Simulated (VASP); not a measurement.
# KBr (Fm-3m) in VASP: notebook, part 2 of 2

VASP 6.6.1.

### 5 Single point, r2SCAN

POSCAR reads:

```
KBr
1.0
    0.0000000000      3.3022478291      3.3022478291
    3.3022478291      0.0000000000      3.3022478291
    3.3022478291      3.3022478291      0.0000000000
K Br
1 1
Direct
    0.0000000000      0.0000000000      0.0000000000
    0.5000000000      0.5000000000      0.5000000000
```

INCAR.step1 reads:

```
SYSTEM = KBr
  PREC = Accurate
  ENCUT = 520
  ISMEAR = -1
  SIGMA = 0.02
  LREAL = .FALSE.
  LASPH = .TRUE.
  NELM = 100
  NBANDS = 15
  GGA = PE
  ALGO = Normal
  EDIFF = 1E-4
  LWAVE = .TRUE.
  LCHARG = .FALSE.
```

INCAR.step2 reads:

```
SYSTEM = KBr
  PREC = Accurate
  ENCUT = 520
  EDIFF = 1E-6
  ISMEAR = -1
  SIGMA = 0.02
  LREAL = .FALSE.
  LASPH = .TRUE.
  NELM = 100
  ALGO = Normal
  ISIF = 2
  LWAVE = .FALSE.
  LCHARG = .FALSE.
  METAGGA = R2SCAN
  LMIXTAU = .TRUE.
  NBANDS = 15
  ISTART = 1
```

KPOINTS reads:

```
regular mesh
0
G
  6 6 6
  0 0 0
```

Potentials or basis: VASP PAW PBE potentials, release 64 (K_sv, Br).

Started as:

```bash
$ cat potpaw_PBE.64/K_sv/POTCAR potpaw_PBE.64/Br/POTCAR > POTCAR
$ cp INCAR.step1 INCAR
$ mpirun -np 1 vasp_std > vasp.out
$ cp INCAR.step2 INCAR
$ mpirun -np 1 vasp_std > vasp.out
```

OUTCAR:

```text
SYSTEM = KBr
   PREC = Accurate
   ENCUT = 520
   EDIFF = 1E-6
   ISMEAR = -1
   LREAL = .FALSE.
   LASPH = .TRUE.
   NELM = 100
   ISIF = 2
   METAGGA = R2SCAN
   ISTART = 1

 ion  position               nearest neighbor table
   1  0.000  0.000  0.000-   2 3.30   2 3.30   2 3.30   2 3.30   2 3.30   2 3.30
   2  0.500  0.500  0.500-   1 3.30   1 3.30   1 3.30   1 3.30   1 3.30   1 3.30

  LATTYP: Found a face centered cubic cell.
 ALAT       =     6.6044956582

  Lattice vectors:

 A1 = (   0.0000000000,   3.3022478291,   3.3022478291)
 A2 = (   3.3022478291,   0.0000000000,   3.3022478291)
 A3 = (   3.3022478291,   3.3022478291,   0.0000000000)

Analysis of symmetry for initial positions (statically):
=====================================================================
 Subroutine PRICEL returns:
 Original cell was already a primitive cell.

 Routine SETGRP: Setting up the symmetry group for a
 face centered cubic supercell.

 Subroutine GETGRP returns: Found 48 space group operations
 (whereof 48 operations were pure point group operations)
 out of a pool of 48 trial point group operations.

The static configuration has the point symmetry O_h .

Analysis of symmetry for dynamics (positions and initial velocities):
=====================================================================
 Subroutine PRICEL returns:
 Original cell was already a primitive cell.

 Routine SETGRP: Setting up the symmetry group for a
 face centered cubic supercell.

 Subroutine GETGRP returns: Found 48 space group operations
 (whereof 48 operations were pure point group operations)
 out of a pool of 48 trial point group operations.

The dynamic configuration has the point symmetry O_h .

 Subroutine INISYM returns: Found 48 space group operations
 (whereof 48 operations are pure point group operations),
 and found     1 'primitive' translations

[... 111 lines left out ...]
   LHFCALC =     F    Hartree Fock is set to
   AEXX    =    0.0000 exact exchange contribution
   IVDW    =     0    specifies the selected vdW correction
   LEPSILON=     F    determine dielectric tensor
   LRPA    =     F    only Hartree local field effects (RPA)
 non-spin polarized calculation
  energy-cutoff  :      520.00
  volume of cell :       72.02
 maximum number of plane-waves:      1964
   NGX = 17   NGY = 17   NGZ = 17

 number of electron      15.9999997 magnetization

 Free energy of the ion-electron system (eV)
  ---------------------------------------------------
  ext. energy  EPLUGINS =         0.00000000
  ---------------------------------------------------
  free energy    TOTEN  =       -23.24865422 eV

  energy without entropy =      -23.24865422  energy(sigma->0) =      -23.24865422

 E-fermi :  -1.7336     XC(G=0):  -7.7401

 val. band max:       -2.1567510626   @ k =   0.0000   0.0000   0.0000
 cond. band min:       2.9168854160   @ k =   0.0000   0.0000   0.0000
 fundamental gap:      5.0736364786
 Fermi energy:        -1.7335955854

 k-point     1 :       0.0000    0.0000    0.0000
  band No.  band energies     occupation
      1     -31.0437      2.00000
      2     -14.8823      2.00000
      3     -13.7496      2.00000
      4     -13.7496      2.00000
      5     -13.7496      2.00000
      6      -2.1568      2.00000
      7      -2.1568      2.00000
      8      -2.1568      2.00000
      9       2.9169      0.00000
     10       6.0791      0.00000
     11       6.0791      0.00000
     12       6.0791      0.00000
     13       7.0585      0.00000
     14       7.0585      0.00000
[... 257 lines left out ...]
      2     -14.8521      2.00000
      3     -13.8236      2.00000
      4     -13.7974      2.00000
      5     -13.6856      2.00000
      6      -2.8701      2.00000
      7      -2.6248      2.00000
      8      -2.6075      2.00000
      9       4.9575      0.00000
     10       6.6078      0.00000
     11       6.7188      0.00000
     12       7.9401      0.00000
     13       8.6966      0.00000
     14       9.4239      0.00000
     15       9.9503      0.00000

------------------------ aborting loop because EDIFF is reached ----------------------------------------

  FORCE on cell =-STRESS in cart. coord.  units (eV):
  Direction    XX          YY          ZZ          XY          YZ          ZX
  --------------------------------------------------------------------------------------
  -------------------------------------------------------------------------------------
  Total        0.0130027      0.0130027      0.0130027     -0.0000000      0.0000000     -0.0000000
  in kB        0.2892582      0.2892582      0.2892582     -0.0000000      0.0000000     -0.0000000
  external PRESSURE =       0.2892582 kB  Pullay stress =       0.0000000 kB

 VOLUME and BASIS-vectors are now :
 -----------------------------------------------------------------------------
  energy-cutoff  :      520.00
  volume of cell :       72.02
      direct lattice vectors                 reciprocal lattice vectors
     0.000000000  3.302247829  3.302247829    -0.151412016  0.151412016  0.151412016
     3.302247829  0.000000000  3.302247829     0.151412016 -0.151412016  0.151412016
     3.302247829  3.302247829  0.000000000     0.151412016  0.151412016 -0.151412016

 POSITION                                       TOTAL-FORCE (eV/Angst)
 -----------------------------------------------------------------------------------
      0.00000      0.00000      0.00000        -0.000000     -0.000000     -0.000000
      3.30225      3.30225      3.30225         0.000000      0.000000      0.000000
 -----------------------------------------------------------------------------------
    total drift:                                0.000000      0.000000      0.000000

  FREE ENERGIE OF THE ION-ELECTRON SYSTEM (eV)
  ---------------------------------------------------
  free  energy   TOTEN  =       -23.2486542241 eV

  energy  without entropy=      -23.2486542241  energy(sigma->0) =      -23.24865422
```

OSZICAR.step1:

```text
N       E                     dE             d eps       ncg     rms          rms(c)
DAV:   1     0.104912338869E+03    0.10491E+03   -0.69933E+03   480   0.952E+02
DAV:   2     0.486522186909E+00   -0.10443E+03   -0.95294E+02   628   0.232E+02
DAV:   3    -0.619821328879E+01   -0.66847E+01   -0.66399E+01   669   0.522E+01
DAV:   4    -0.638739274822E+01   -0.18918E+00   -0.18916E+00   700   0.821E+00
DAV:   5    -0.638891622567E+01   -0.15235E-02   -0.15235E-02   683   0.818E-01    0.310E+00
DAV:   6    -0.621690394211E+01    0.17201E+00   -0.21852E-01   599   0.224E+00    0.226E+00
DAV:   7    -0.620567730807E+01    0.11227E-01   -0.10721E-01   648   0.176E+00    0.102E+00
DAV:   8    -0.621465790331E+01   -0.89806E-02   -0.11890E-02   553   0.793E-01    0.113E-01
DAV:   9    -0.621547288059E+01   -0.81498E-03   -0.83685E-04   620   0.177E-01    0.787E-02
DAV:  10    -0.621575025410E+01   -0.27737E-03   -0.27812E-04   500   0.960E-02    0.118E-02
DAV:  11    -0.621576691315E+01   -0.16659E-04   -0.22006E-05   464   0.294E-02
   1 F= -.62157669E+01 E0= -.62157669E+01  d E =-.799290E-13
```

Wall time 43 s (1 thread of AMD EPYC 9R45 (Zen 5), shared host); peak memory 0.18 GiB.

What came out:

- Free energy: -23.2487 eV
- Pressure: 0.0 GPa
- Band gap on the k mesh: 5.07 eV, direct

Levels at points of the mesh, in eV from the valence-band top:
| k point | band 4 | band 5 | band 6 | band 7 | band 8 | band 9 | band 10 | band 11 | band 12 | band 13 |
| --- | --- | --- | --- | --- | --- | --- | --- | --- | --- | --- |
| (0.00, 0.00, 0.00) | -11.59 | -11.59 | 0.00 | 0.00 | 0.00 | 5.07 | 8.24 | 8.24 | 8.24 | 9.22 |
| (0.50, 0.00, 0.00) | -11.60 | -11.35 | -1.16 | -0.33 | -0.33 | 7.13 | 8.86 | 10.53 | 10.53 | 10.81 |
| (0.50, 0.50, 0.00) | -11.63 | -11.63 | -0.82 | -0.29 | -0.29 | 6.36 | 8.02 | 10.12 | 10.21 | 10.56 |

Caveat: the PAW data sets were made with another functional, which shifts forces and pressure a little. r2SCAN opens gaps a little over a GGA but as a rule still falls short of measured ones.

### 6 Single point, r2SCAN

POSCAR is that of step 5.

INCAR.step1 reads:

```
PREC = Accurate
ENCUT = 520
ISMEAR = 0
SIGMA = 0.01
LREAL = False
LASPH = True
NELM = 80
NBANDS = 15
GGA = PE
ALGO = Normal
EDIFF = 1E-4
LWAVE = True
LCHARG = False
```

INCAR.step2 reads:

```
PREC = Accurate
ENCUT = 520
EDIFF = 1E-6
ISMEAR = 0
SIGMA = 0.01
LREAL = False
LASPH = True
NELM = 80
ALGO = Normal
ISIF = 2
LWAVE = False
LCHARG = True
METAGGA = R2SCAN
LMIXTAU = True
LELF = True
LVHAR = True
NBANDS = 15
ISTART = 1
```

KPOINTS reads:

```
regular mesh
0
Gamma
  6 6 6
```

Potentials or basis: VASP PAW PBE potentials, release 64 (K_sv, Br).

Started as:

```bash
$ cat potpaw_PBE.64/K_sv/POTCAR potpaw_PBE.64/Br/POTCAR > POTCAR
$ cp INCAR.step1 INCAR
$ mpirun -np 1 vasp_std > vasp.out
$ cp INCAR.step2 INCAR
$ mpirun -np 1 vasp_std > vasp.out
```

Wall time 44 s (1 thread of AMD EPYC 9R45 (Zen 5), shared host); peak memory 0.18 GiB.

The run converged. Its results:

- Free energy: -23.2487 eV
- Pressure: 0.0 GPa
- Band gap on the k mesh: 5.07 eV, direct

Levels at points of the mesh, in eV from the valence-band top:
| k point | band 6 | band 7 | band 8 | band 9 | band 10 | band 11 |
| --- | --- | --- | --- | --- | --- | --- |
| (0.00, 0.00, 0.00) | 0.00 | 0.00 | 0.00 | 5.07 | 8.24 | 8.24 |
| (0.50, 0.00, 0.00) | -1.16 | -0.33 | -0.33 | 7.13 | 8.86 | 10.53 |
| (0.50, 0.50, 0.00) | -0.82 | -0.29 | -0.29 | 6.36 | 8.02 | 10.12 |

Caveat: the PAW data sets were made with another functional, which shifts forces and pressure a little. r2SCAN opens gaps a little over a GGA but as a rule still falls short of measured ones.

### 7 The runs side by side

| level | potentials or basis | cell | smearing | gap on the mesh (eV) | pressure (GPa) |
| --- | --- | --- | --- | --- | --- |
| PBE | VASP PAW PBE potentials, release 64 (K_sv, Br) | a = 4.670 Å, angles 60.0°, 2 atoms | fermi-dirac 0.02 eV | 4.43 | 0.7 |
| LDA | VASP PAW LDA potentials, release 64 (K_sv, Br) | a = 4.670 Å, angles 60.0°, 2 atoms | gaussian 0.01 eV | 4.03 | -1.6 |
| PBE | VASP PAW PBE potentials, release 64 (K_sv, Br) | a = 4.741 Å, angles 60.0°, 2 atoms | fermi-dirac 0.02 eV | 4.31 | 0.0 |
| r2SCAN | VASP PAW PBE potentials, release 64 (K_sv, Br) | a = 4.670 Å, angles 60.0°, 2 atoms | fermi-dirac 0.02 eV | 5.07 | 0.0 |
| r2SCAN | VASP PAW PBE potentials, release 64 (K_sv, Br) | a = 4.670 Å, angles 60.0°, 2 atoms | gaussian 0.01 eV | 5.07 | 0.0 |

Alike in all rows: task single point; no spin polarisation; k mesh 6 × 6 × 6; cutoff (eV) 520.

Caveats: the PAW data sets were made with another functional, which shifts forces and pressure a little (some runs).

Total energies depend on the potentials used, so only differences within one code and one set of settings carry meaning.
